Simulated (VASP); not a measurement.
Write the native input for VASP 6.6.1 that does the following.

```
Task                   : single point
Functional             : LDA
Potentials or basis    : VASP PAW LDA potentials, release 64 (Zn)
Cutoff                 : 520 eV
k mesh                 : 20 × 20 × 20
Occupations            : gaussian, width 0.15 eV
Spin                   : no spin polarisation
Dipole correction      : no
Further INCAR settings : ALGO = Fast; EDIFF = 1e-07; NBANDS = 12
```

The structure of Zn lies in POSCAR:

```
Zn
1.0
   -1.4454131396      1.5056386871      1.4856136926
    1.4454131396     -1.5056386871      1.4856136926
    1.4454131396      1.5056386871     -1.4856136926
Zn
1
Direct
    0.0000000000      0.0000000000      0.0000000000
```

This cell differs from its parent crystal: normal strain along x -0.0400, normal strain along z -0.0133.

These files were run (other wordings do the same):

INCAR

```
PREC = Accurate
ENCUT = 520
EDIFF = 1E-7
ISMEAR = 0
SIGMA = 0.15
LREAL = F
LASPH = T
NELM = 100
ALGO = Fast
ISIF = 2
LWAVE = F
LCHARG = T
LELF = T
LVHAR = T
NBANDS = 12
```

KPOINTS

```
Automatic mesh
0
Gamma
  20 20 20
```

Potentials or basis: VASP PAW LDA potentials, release 64 (Zn).

Command:

```console
$ cat potpaw_LDA.64/Zn/POTCAR > POTCAR
$ mpirun -np 1 vasp_std > vasp.out
```

Results of the run:

The pressure is 7.0 GPa and the band gap on the k mesh is zero (bands 6 and 7 overlap by 4.78 eV).

Caveat: the cell differs from its parent crystal (normal strain along x -0.0400, normal strain along z -0.0133); the cell stands under pressure.

Wall time 64 s on 1 thread of Intel(R) Xeon(R) 6975P-C (Granite Rapids), with other jobs on the host, peak memory 0.27 GiB.
